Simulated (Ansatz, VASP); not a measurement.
Y in VASP and in Ansatz

```
Y
1.0
     3.67553    0.00000    0.00000
    -1.83776    3.18310    0.00000
     0.00000    0.00000    5.73753
Y
2
Direct
  0.33333 0.66667 0.25000
  0.66667 0.33333 0.75000
```

Alike in both runs: task single point; functional LDA; k mesh 17 × 17 × 10; occupations fermi-dirac, width 0.1 eV; no spin polarisation.

|  | VASP | Ansatz |
| --- | --- | --- |
| version | VASP 6.6.1 | Ansatz 0.2.0 |
| potentials or method | VASP PAW LDA potentials, release 64 (Y_sv), cutoff 520 eV | plane waves (420 eV) with PAW, scalar-relativistic |
| valence electrons in the cell | 22 | 22 |

```csv
,VASP,Ansatz,Ansatz less VASP
pressure (GPa),-4.3,-4.3,+0.08
"traceless stress, the component that is largest in VASP (GPa)",-0.07,-0.07,-0.004
```

Ansatz warns that its potentials were made for another functional, while VASP's fit it. LDA's correlation is that of Perdew and Zunger in VASP and of Perdew and Wang (1992) in Ansatz.
